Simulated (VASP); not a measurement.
Wanted: the native input for a VASP 6.6.1 run.

| Quantity | Value |
| --- | --- |
| Task | single point |
| Functional | PBE |
| Potentials or basis | VASP PAW PBE potentials, release 64 (Cu, Ni) |
| Cutoff | 520 eV |
| k mesh | 18 × 18 × 4 |
| Occupations | gaussian, width 0.1 eV |
| Spin | collinear spin, ferromagnetic start |
| Starting moments | [0.0, 0.0, 0.55, 0.55, 0.55, 0.55] μB |
| Dipole correction | no |
| Further INCAR settings | ALGO = Fast; EDIFF = 1e-06; NBANDS = 44 |

The structure of CuNi2 lies in POSCAR:

```
CuNi2
1.0
    2.4997827181      0.0000000000      0.0000000000
   -1.2498913590      2.1648753378      0.0000000000
    0.0000000000      0.0000000000     12.4411995337
Cu Ni
2 4
Direct
    0.3333333333      0.6666666667      0.2500000000
    0.6666666667      0.3333333333      0.7500000000
    0.3333333333      0.6666666667      0.9188261561
    0.3333333333      0.6666666667      0.5811738439
    0.6666666667      0.3333333333      0.0811738439
    0.6666666667      0.3333333333      0.4188261561
```

One way to write it, as run:

INCAR

```
ALGO = Fast
EDIFF = 1E-6
ENCUT = 520
GGA = PE
ISIF = 2
ISMEAR = 0
ISPIN = 2
LASPH = True
LCHARG = True
LELF = True
LMAXMIX = 4
LORBIT = 11
LREAL = False
LVHAR = True
LWAVE = False
MAGMOM = 0 0 0.55 0.55 0.55 0.55
NBANDS = 44
NELM = 150
PREC = Accurate
SIGMA = 0.1
```

KPOINTS

```
k-points
0
Gamma
  18 18 4
```

Potentials or basis: VASP PAW PBE potentials, release 64 (Cu, Ni).

The run is started by

```console
$ cat potpaw_PBE.64/Cu/POTCAR potpaw_PBE.64/Ni/POTCAR > POTCAR
$ mpirun -np 1 vasp_std > vasp.out
```

It gave:

The pressure is 0.2 GPa and the largest force is 0.004 eV/Å. The net moment is 1.80 μB per cell. The site moments are Cu -0.01; Ni +0.47 μB and the valence electrons inside the program's atomic spheres are Cu 10.04; Ni 9.28.

Wall time 16 min on 1 thread of Oxide Virtual Turin-like Processor (shared host), peak memory 0.52 GiB.
